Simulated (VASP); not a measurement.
# Cr (P6_3/mmc) in VASP: further runs, part 2 of 2

VASP 6.6.1.

## (3) Single point, LDA (volume scaled by 1.12)

Contents of INCAR:

```
SYSTEM = Cr
ALGO = Normal ; EDIFF = 1E-6
ENCUT = 520 ; GGA = CA
ISIF = 2 ; ISMEAR = -1
LASPH = .True. ; LCHARG = .False.
LREAL = .False. ; LWAVE = .False.
NBANDS = 19 ; NELM = 60
PREC = Accurate ; SIGMA = 0.1
```

Contents of KPOINTS:

```
k-points
0
Gamma
  17 17 8
  0 0 0
```

Contents of POSCAR:

```
Cr
1.0
    2.5297916894      0.0000000000      0.0000000000
   -1.2648958447      2.1908638693      0.0000000000
    0.0000000000      0.0000000000      4.5126891031
Cr
2
Direct
    0.3333333333      0.6666666667      0.2500000000
    0.6666666667      0.3333333333      0.7500000000
```

Potentials or basis: VASP PAW LDA potentials, release 64 (Cr_pv).

Launch:

```bash
$ cat potpaw_LDA.64/Cr_pv/POTCAR > POTCAR
$ mpirun -np 1 vasp_std > vasp.out
```

OUTCAR:

```text
SYSTEM = Cr
   EDIFF = 1E-6
   ENCUT = 520
   GGA = CA
   ISIF = 2
   ISMEAR = -1
   LASPH = .True.
   LREAL = .False.
   NELM = 60
   PREC = Accurate

 ion  position               nearest neighbor table
   1  0.333  0.667  0.250-   2 2.69   2 2.69   2 2.69   2 2.69   2 2.69   2 2.69
   2  0.667  0.333  0.750-   1 2.69   1 2.69   1 2.69   1 2.69   1 2.69   1 2.69

  LATTYP: Found a hexagonal cell.
 ALAT       =     2.5297916894
 C/A-ratio  =     1.7838184551

  Lattice vectors:

 A1 = (   2.5297916894,   0.0000000000,   0.0000000000)
 A2 = (  -1.2648958447,   2.1908638693,   0.0000000000)
 A3 = (   0.0000000000,   0.0000000000,   4.5126891031)

Analysis of symmetry for initial positions (statically):
=====================================================================
 Subroutine PRICEL returns:
 Original cell was already a primitive cell.

 Routine SETGRP: Setting up the symmetry group for a
 hexagonal supercell.

 Subroutine GETGRP returns: Found 24 space group operations
 (whereof 12 operations were pure point group operations)
 out of a pool of 24 trial point group operations.

[... 155 lines left out ...]

 Free energy of the ion-electron system (eV)
  ---------------------------------------------------
  ext. energy  EPLUGINS =         0.00000000
  ---------------------------------------------------
  free energy    TOTEN  =       -20.24172199 eV

  energy without entropy =      -20.12627287  energy(sigma->0) =      -20.18399743

 E-fermi :   9.5198     XC(G=0): -13.5211

 val. band max:        9.5089752028   @ k =   0.0000   0.0000   0.0000
 cond. band min:       9.5216723237   @ k =   0.0588   0.0588   0.3750
 fundamental gap:      0.0126971209
 Fermi energy:         9.5198038467

 k-point     1 :       0.0000    0.0000    0.0000
  band No.  band energies     occupation
      1     -33.3070      2.00000
      2     -32.7192      2.00000
      3     -32.5767      2.00000
      4     -32.5767      2.00000
      5     -32.5193      2.00000
      6     -32.5193      2.00000
[... 505 lines left out ...]
      6     -32.6729      2.00000
[... 11 lines left out ...]
     18      15.1757      0.00000
     19      15.1789      0.00000

 [... further k-points ...]
[... 5 lines left out ...]
  --------------------------------------------------------------------------------------
  -------------------------------------------------------------------------------------
  Total       -3.9486755     -3.9486755     -3.5644065      0.0000000      0.0000000      0.0000000
  in kB     -252.9452104   -252.9452104   -228.3296104      0.0000000      0.0000000      0.0000000
  external PRESSURE =    -244.7400104 kB  Pullay stress =       0.0000000 kB

 VOLUME and BASIS-vectors are now :
 -----------------------------------------------------------------------------
  energy-cutoff  :      520.00
  volume of cell :       25.01
      direct lattice vectors                 reciprocal lattice vectors
     2.529791689  0.000000000  0.000000000     0.395289464  0.228220478  0.000000000
    -1.264895845  2.190863869  0.000000000     0.000000000  0.456440956  0.000000000
     0.000000000  0.000000000  4.512689103     0.000000000  0.000000000  0.221597362

 POSITION                                       TOTAL-FORCE (eV/Angst)
 -----------------------------------------------------------------------------------
     -0.00000      1.46058      1.12817         0.000000     -0.000000      0.000000
      1.26490      0.73029      3.38452        -0.000000      0.000000      0.000000
 -----------------------------------------------------------------------------------
    total drift:                               -0.000000      0.000000     -0.000000

  FREE ENERGIE OF THE ION-ELECTRON SYSTEM (eV)
  ---------------------------------------------------
  free  energy   TOTEN  =       -20.2417219923 eV

  energy  without entropy=      -20.1262728700  energy(sigma->0) =      -20.18399743
```

Run time: 51 s. Hardware: 1 thread of Intel Xeon Platinum 8488C (Sapphire Rapids), shared host; peak memory 0.17 GiB.

What came out:

```
Free energy            : -20.2417 eV
Pressure               : -24.5 GPa
Band gap on the k mesh : zero (band 12 reaches 10.39 eV, above the bottom of band 13 at 9.22 eV)
```

Stress tensor (GPa, compression positive):
```
-25.29   0.00   0.00
  0.00 -25.29   0.00
  0.00   0.00 -22.83
```

Caveat: the cell differs from its parent crystal (volume scaled by 1.12); the run has no spin polarisation, though such a crystal can be magnetic. Spin polarisation is off, so any magnetic state and its effect on volume and gap are missing.

## (4) Single point, LDA

This run uses another cell than the first one, of 11.17 Å³/atom, 0.926 times its volume.

Contents of INCAR:

```
PREC = Accurate ; ENCUT = 520
EDIFF = 1E-7 ; ISMEAR = -1
SIGMA = 0.1 ; LREAL = False
LASPH = True ; NELM = 80
ALGO = Normal ; ISIF = 2
LWAVE = False ; LCHARG = False
NBANDS = 19
```

Contents of KPOINTS:

```
Automatic mesh
0
Gamma
  24 24 12
```

Contents of POSCAR:

```
Cr
1.0
    2.4360082455      0.0000000000      0.0000000000
   -1.2180041228      2.1096450244      0.0000000000
    0.0000000000      0.0000000000      4.3453964652
Cr
2
Direct
    0.3333333333      0.6666666667      0.2500000000
    0.6666666667      0.3333333333      0.7500000000
```

Launch:

```bash
$ cat potpaw_LDA.64/Cr_pv/POTCAR > POTCAR
$ mpirun -np 1 vasp_std > vasp.out
```

Wall time 92 s (1 thread of Intel Xeon Platinum 8488C (Sapphire Rapids), shared host); peak memory 0.24 GiB.

The run converged. Its results:

```
Free energy            : -20.4660 eV
Pressure               : 0.1 GPa
Band gap on the k mesh : zero (band 12 reaches 12.11 eV, above the bottom of band 13 at 10.71 eV)
```

Stress tensor (GPa, compression positive):
```
0.13 0.00 0.00
0.00 0.13 0.00
0.00 0.00 0.03
```

Levels at points of the mesh, in eV from the Fermi level:
| k point | band 9 | band 10 | band 11 | band 12 | band 13 | band 14 | band 15 | band 16 |
| --- | --- | --- | --- | --- | --- | --- | --- | --- |
| (0.00, 0.00, 0.00) | -1.30 | -0.41 | -0.41 | -0.04 | -0.04 | -0.02 | 1.11 | 1.11 |
| (0.50, 0.00, 0.00) | -3.66 | -1.02 | -0.50 | -0.27 | -0.23 | 2.49 | 3.07 | 3.21 |
| (0.00, 0.00, 0.50) | -1.70 | -1.70 | -0.39 | -0.39 | -0.39 | -0.39 | 1.92 | 1.92 |
| (0.50, 0.00, 0.50) | -2.69 | -2.69 | 0.97 | 0.97 | 1.47 | 1.47 | 3.15 | 3.15 |

Caveat: the run has no spin polarisation, though such a crystal can be magnetic.

## (5) The runs side by side

| cell | k mesh | gap on the mesh (eV) | pressure (GPa) |
| --- | --- | --- | --- |
| a = 2.499, b = 2.499, c = 4.458 Å, angles 90.0, 90.0, 120.0°, 2 atoms | 17 × 17 × 8 | none | -17.9 |
| a = 2.530, b = 2.530, c = 4.513 Å, angles 90.0, 90.0, 120.0°, 2 atoms | 17 × 17 × 8 | none | -24.5 |
| a = 2.436, b = 2.436, c = 4.345 Å, angles 90.0, 90.0, 120.0°, 2 atoms | 24 × 24 × 12 | none | 0.1 |

Alike in all rows: task single point; level LDA; potentials or basis VASP PAW LDA potentials, release 64 (Cr_pv); no spin polarisation; cutoff (eV) 520; smearing fermi-dirac 0.1 eV.

Caveats: the run has no spin polarisation, though such a crystal can be magnetic.

Total energies depend on the potentials used, so only differences within one code and one set of settings carry meaning.
